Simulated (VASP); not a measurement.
A run of VASP 6.6.1 is set up as follows.

The input INCAR:

```
PREC = Accurate
ENCUT = 520
EDIFF = 1E-6
ISMEAR = 0
SIGMA = 0.02
LREAL = F
LASPH = T
NELM = 100
ALGO = Normal
ISIF = 2
LWAVE = F
LCHARG = F
GGA = PE
IBRION = 2
NSW = 60
EDIFFG = -0.002
```

KPOINTS

```
Automatic mesh
0
Gamma
  9 9 6
```

POSCAR

```
BN
1.0
    2.5285207801      0.0000000000      0.0000000000
   -1.2642603900      2.1897632295      0.0000000000
    0.0000000000      0.0000000000      4.1816427690
B N
2 2
Direct
    0.3333333333      0.6666666667     -0.0003155034
    0.6666666667      0.3333333333      0.4996844966
    0.3333333333      0.6666666667      0.3743155034
    0.6666666667      0.3333333333      0.8743155034
```

Potentials or basis: VASP PAW PBE potentials, release 64 (B, N).

Command:

```bash
$ cat potpaw_PBE.64/B/POTCAR potpaw_PBE.64/N/POTCAR > POTCAR
$ mpirun -np 1 vasp_std > vasp.out
```

(1) What does it give for the energy gained by relaxing?

(2) What does it give for the band gap on the k mesh?

## Answers

(1) 0.0 meV/atom.

(2) 5.15 eV, indirect (least direct gap 8.37 eV).

Caveat: the cell differs from its parent crystal (strained cell).
